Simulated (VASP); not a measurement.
# Hf (Fm-3m) in VASP: further runs

Runs on Hf. Level: PBEsol. Tasks: single point, relaxation of cell and atoms.

Program: VASP 6.6.1. These are calculated values, not measurements. Logs are shortened: lines on timing, memory, paths and dates and some standing lists are left out, and cuts for length are marked.

## Step 1: The cell of the first run

It takes space group Fm-3m (No. 225, cubic). Conventional cell: a = 4.534 Å, b = 4.534 Å, c = 4.534 Å, α = 90.00°, β = 90.00°, γ = 90.00°. Within 4.2 Å of Hf (site symmetry m-3m) lie 12 Hf at 3.21 Å.

## Step 2: Single point, PBEsol (volume scaled by 1.08)

Contents of INCAR:

```
SYSTEM = Hf
ALGO     = Normal         ! electronic algorithm
EDIFF    = 1E-6           ! SCF threshold, eV
ENCUT    = 520            ! plane-wave cutoff, eV
GGA      = PS             ! functional
ISIF     = 2              ! what is computed and relaxed
ISMEAR   = -1             ! smearing method
LASPH    = .True.         ! aspherical terms in the spheres
LCHARG   = .True.         ! write CHGCAR
LELF     = .True.         ! ELF
LREAL    = .False.        ! projectors in reciprocal space
LVHAR    = .True.       
LWAVE    = .False.        ! write WAVECAR
NBANDS   = 11             ! bands
NELM     = 60             ! most SCF steps
PREC     = Accurate       ! precision mode
SIGMA    = 0.1            ! smearing width, eV
```

Contents of KPOINTS:

```
k-points
0
Gamma
  14 14 14
  0 0 0
```

Contents of POSCAR:

```
Hf
1.0
    0.0000000000      2.2671044614      2.2671044614
    2.2671044614      0.0000000000      2.2671044614
    2.2671044614      2.2671044614      0.0000000000
Hf
1
Direct
    0.0000000000      0.0000000000      0.0000000000
```

Potentials or basis: VASP PAW PBE potentials, release 64 (Hf_pv).

Started as:

```bash
cat potpaw_PBE.64/Hf_pv/POTCAR > POTCAR
mpirun -np 1 vasp_std > vasp.out
```

OUTCAR:

```text
SYSTEM = Hf
   EDIFF = 1E-6
   ENCUT = 520
   GGA = PS
   ISIF = 2
   ISMEAR = -1
   LASPH = .True.
   LREAL = .False.
   NELM = 60
   PREC = Accurate

 ion  position               nearest neighbor table
   1  0.000  0.000  0.000-

  LATTYP: Found a face centered cubic cell.
 ALAT       =     4.5342089228

  Lattice vectors:

 A1 = (   0.0000000000,   2.2671044614,   2.2671044614)
 A2 = (   2.2671044614,   0.0000000000,   2.2671044614)
 A3 = (   2.2671044614,   2.2671044614,   0.0000000000)

Analysis of symmetry for initial positions (statically):
=====================================================================
 Subroutine PRICEL returns:
 Original cell was already a primitive cell.

 Routine SETGRP: Setting up the symmetry group for a
 face centered cubic supercell.

 Subroutine GETGRP returns: Found 48 space group operations
 (whereof 48 operations were pure point group operations)
 out of a pool of 48 trial point group operations.

The static configuration has the point symmetry O_h .

Analysis of symmetry for dynamics (positions and initial velocities):
=====================================================================
 Subroutine PRICEL returns:
 Original cell was already a primitive cell.

 Routine SETGRP: Setting up the symmetry group for a
 face centered cubic supercell.

 Subroutine GETGRP returns: Found 48 space group operations
 (whereof 48 operations were pure point group operations)
 out of a pool of 48 trial point group operations.

The dynamic configuration has the point symmetry O_h .

 Subroutine INISYM returns: Found 48 space group operations
 (whereof 48 operations are pure point group operations),
 and found     1 'primitive' translations

----------------------------------------------------------------------------------------

                                     Primitive cell

  volume of cell :      23.3048

  direct lattice vectors                    reciprocal lattice vectors
     0.000000000  2.267104461  2.267104461    -0.220545638  0.220545638  0.220545638
     2.267104461  0.000000000  2.267104461     0.220545638 -0.220545638  0.220545638
     2.267104461  2.267104461  0.000000000     0.220545638  0.220545638 -0.220545638

  length of vectors
     3.206169877  3.206169877  3.206169877     0.381996251  0.381996251  0.381996251

  position of ions in fractional coordinates (direct lattice)
     0.000000000  0.000000000  0.000000000

  ion indices of the primitive-cell ions
   primitive index   ion index
                 1           1

----------------------------------------------------------------------------------------

 KPOINTS: k-points

Automatic generation of k-mesh.
 Grid dimensions read from file:
 generate k-points for:   14   14   14

 Generating k-lattice:

  Cartesian coordinates                     Fractional coordinates (reciprocal lattice)
    -0.015753260  0.015753260  0.015753260     0.071428571  0.000000000  0.000000000
     0.015753260 -0.015753260  0.015753260     0.000000000  0.071428571  0.000000000
     0.015753260  0.015753260 -0.015753260     0.000000000  0.000000000  0.071428571

  Length of vectors
     0.027285446  0.027285446  0.027285446

  Shift w.r.t. Gamma in fractional coordinates (k-lattice)
     0.000000000  0.000000000  0.000000000

 Subroutine IBZKPT returns following result:
 ===========================================

 Found    104 irreducible k-points:

 Following reciprocal coordinates:
            Coordinates               Weight
  0.000000  0.000000  0.000000      1.000000
  0.071429  0.000000  0.000000      8.000000
  0.142857  0.000000  0.000000      8.000000
  0.214286  0.000000  0.000000      8.000000
  0.285714  0.000000  0.000000      8.000000
  0.357143  0.000000  0.000000      8.000000
[... 16 lines left out ...]
  0.214286  0.142857  0.000000     24.000000
  0.285714  0.142857  0.000000     24.000000
 [... further k-points ...]
   k-points           NKPTS =    104   k-points in BZ     NKDIM =    104   number of bands    NBANDS=     11
   number of dos      NEDOS =    301   number of ions     NIONS =      1
   total plane-waves  NPLWV =  13824
   dimension x,y,z NGX =    24 NGY =   24 NGZ =   24
   dimension x,y,z NGXF=    48 NGYF=   48 NGZF=   48
   ions per type =               1
   NGX,Y,Z   is equivalent  to a cutoff of  12.44, 12.44, 12.44 a.u.
   NGXF,Y,Z  is equivalent  to a cutoff of  24.89, 24.89, 24.89 a.u.
 SYSTEM =  Hf
   PREC   = accura    normal or accurate (medium, high low for compatibility)
   ISTART =      0    job   : 0-new  1-cont  2-samecut
   ICHARG =      2    charge: 1-file 2-atom 10-const
   ISPIN  =      1    spin polarized calculation?
   LNONCOLLINEAR =      F non collinear calculations
   LSORBIT =      F    spin-orbit coupling
   LASPH  =      T    aspherical Exc in radial PAW
   ENCUT  =  520.0 eV  38.22 Ry    6.18 a.u.   5.96  5.96  5.96*2*pi/ulx,y,z
   NELM   =     60;   NELMIN=  2; NELMDL= -5     # of ELM steps
   EDIFF  = 0.1E-05   stopping-criterion for ELM
   LREAL  =      F    real-space projection
   EDIFFG = 0.1E-04   stopping-criterion for IOM
   NSW    =      0    number of steps for IOM
   IBRION =     -1    ionic relax: 0-MD 1-quasi-New 2-CG
   NFREE  =      0    steps in history (QN), initial steepest desc. (CG)
   ISIF   =      2    stress and relaxation
   ISYM   =      2    0-nonsym 1-usesym 2-fastsym
   POTIM  = 0.5000    time-step for ionic-motion
   TEBEG  =    0.0;   TEEND  =   0.0 temperature during run
   PSTRESS=    0.0 pullay stress
   NELECT =      10.0000    total number of electrons
   NUPDOWN=      -1.0000    fix difference up-down
   EMIN   =  10.00;   EMAX   =-10.00  energy-range for DOS
   EFERMI =   0.00;   METHOD = LEGACY
   ISMEAR =    -1;   SIGMA  =   0.10  broadening in eV -4-tet -1-fermi 0-gaus
   EFERMI_NEDOS =   21; number of points for ismear=-14 and -15
   IALGO  =     38    algorithm
   IMIX   =      4    mixing-type and parameters
     AMIX     =   0.40;   BMIX     =  1.00
     AMIX_MAG =   1.60;   BMIX_MAG =  1.00
  volume/ion in A,a.u.               =      23.30       157.27
  Fermi-wavevector in a.u.,A,eV,Ry     =   1.234791  2.333416 20.744908  1.524708
  Thomas-Fermi vector in A             =   2.369466
   LORBIT       =      0    0 simple, 1 ext, 2 COOP (PROOUT), +10 PAW based schemes
   GGA     = PS    functional components
   LHFCALC =     F    Hartree Fock is set to
   AEXX    =    0.0000 exact exchange contribution
   IVDW    =     0    specifies the selected vdW correction
   LEPSILON=     F    determine dielectric tensor
   LRPA    =     F    only Hartree local field effects (RPA)
 non-spin polarized calculation
  energy-cutoff  :      520.00
  volume of cell :       23.30
 maximum number of plane-waves:       637
   NGX = 11   NGY = 11   NGZ = 11

 number of electron      10.0000000 magnetization

 Free energy of the ion-electron system (eV)
  ---------------------------------------------------
  ext. energy  EPLUGINS =         0.00000000
  ---------------------------------------------------
  free energy    TOTEN  =       -10.41322023 eV

  energy without entropy =      -10.36179451  energy(sigma->0) =      -10.38750737

 E-fermi :   4.3075     XC(G=0): -11.2079

 val. band max:        4.3031522777   @ k =  -0.4286   0.2857   0.1429
 cond. band min:       4.3199895791   @ k =   0.3571   0.0000   0.0000
 fundamental gap:      0.0168373015
 Fermi energy:         4.3074717643

 k-point     1 :       0.0000    0.0000    0.0000
  band No.  band energies     occupation
      1     -25.8100      2.00000
      2     -25.8100      2.00000
      3     -25.8100      2.00000
      4      -2.7694      2.00000
      5       5.6751      0.00000
      6       5.6751      0.00000
      7       5.6751      0.00000
      8       8.3125      0.00000
      9       8.3125      0.00000
     10      15.5398      0.00000
     11      17.2057      0.00000

 k-point     2 :       0.0714    0.0000    0.0000
  band No.  band energies     occupation
      1     -25.8473      2.00000
      2     -25.8148      2.00000
      3     -25.8148      2.00000
      4      -2.5991      2.00000
      5       5.5036      0.00001
      6       5.7564      0.00000
      7       5.7564      0.00000
      8       8.2261      0.00000
      9       8.2261      0.00000
     10      15.9172      0.00000
     11      17.2045      0.00000

 k-point     3 :       0.1429    0.0000    0.0000
  band No.  band energies     occupation
      1     -25.9504      2.00000
      2     -25.8282      2.00000
      3     -25.8282      2.00000
      4      -2.1104      2.00000
      5       5.0883      0.00081
      6       5.9437      0.00000
      7       5.9437      0.00000
      8       8.0719      0.00000
      9       8.0719      0.00000
     10      16.7174      0.00000
     11      17.1985      0.00000

 k-point     4 :       0.2143    0.0000    0.0000
  band No.  band energies     occupation
      1     -26.0962      2.00000
      2     -25.8475      2.00000
      3     -25.8475      2.00000
      4      -1.3747      2.00000
      5       4.6306      0.07601
      6       6.0490      0.00000
      7       6.0490      0.00000
      8       8.1314      0.00000
      9       8.1314      0.00000
     10      15.9887      0.00000
     11      17.2083      0.00000
[... 239 lines left out ...]
 k-point    22 :       0.1429    0.1429    0.0000
  band No.  band energies     occupation
      1     -25.9466      2.00000
      2     -25.8591      2.00000
      3     -25.8591      2.00000
      4      -1.8898      2.00000
      5       4.7744      0.01859
      6       6.2026      0.00000
      7       6.2026      0.00000
      8       7.1521      0.00000
      9       8.6329      0.00000
     10      17.2020      0.00000
     11      17.4142      0.00000

 k-point    23 :       0.2143    0.1429    0.0000
  band No.  band energies     occupation
      1     -26.0413      2.00000
      2     -25.8834      2.00000
      3     -25.8777      2.00000
      4      -1.3364      2.00000
      5       4.3874      0.62043
      6       6.2257      0.00000
      7       6.4538      0.00000
      8       6.9867      0.00000
      9       8.7990      0.00000
     10      17.1953      0.00000
     11      17.8438      0.00000

 k-point    24 :       0.2857    0.1429    0.0000
  band No.  band energies     occupation
      1     -26.1704      2.00000
      2     -25.9074      2.00000
      3     -25.9002      2.00000
      4      -0.5744      2.00000
      5       4.0460      1.86354
      6       5.7271      0.00000
      7       6.5457      0.00000
      8       7.5947      0.00000
      9       9.1464      0.00000
     10      16.6907      0.00000
     11      17.2231      0.00000

 [... further k-points ...]
[... 5 lines left out ...]
  --------------------------------------------------------------------------------------
  -------------------------------------------------------------------------------------
  Total       -1.1001163     -1.1001163     -1.1001163     -0.0000000     -0.0000000     -0.0000000
  in kB      -75.6318241    -75.6318241    -75.6318241     -0.0000000     -0.0000000     -0.0000000
  external PRESSURE =     -75.6318241 kB  Pullay stress =       0.0000000 kB

 VOLUME and BASIS-vectors are now :
 -----------------------------------------------------------------------------
  energy-cutoff  :      520.00
  volume of cell :       23.30
      direct lattice vectors                 reciprocal lattice vectors
     0.000000000  2.267104461  2.267104461    -0.220545638  0.220545638  0.220545638
     2.267104461  0.000000000  2.267104461     0.220545638 -0.220545638  0.220545638
     2.267104461  2.267104461  0.000000000     0.220545638  0.220545638 -0.220545638

 POSITION                                       TOTAL-FORCE (eV/Angst)
 -----------------------------------------------------------------------------------
      0.00000      0.00000      0.00000        -0.000000     -0.000000     -0.000000
 -----------------------------------------------------------------------------------
    total drift:                               -0.000000     -0.000000     -0.000000

  FREE ENERGIE OF THE ION-ELECTRON SYSTEM (eV)
  ---------------------------------------------------
  free  energy   TOTEN  =       -10.4132202284 eV

  energy  without entropy=      -10.3617945112  energy(sigma->0) =      -10.38750737
```

It took 12 s on 1 thread of Intel Xeon 6975P-C, shared host; peak memory 0.16 GiB.

What came out:

```yaml
Free_energy: -10.4132 eV
Pressure: -7.6 GPa
Band_gap_on_the_k_mesh: zero (band 5 reaches 5.68 eV, above the bottom of band 6 at 3.70 eV)
```

Caveat: the PAW data sets were made with another functional, which shifts forces and pressure a little; spin-orbit coupling is left out, which moves the levels of the heavy elements.

(Continued in part 2 of 2.)
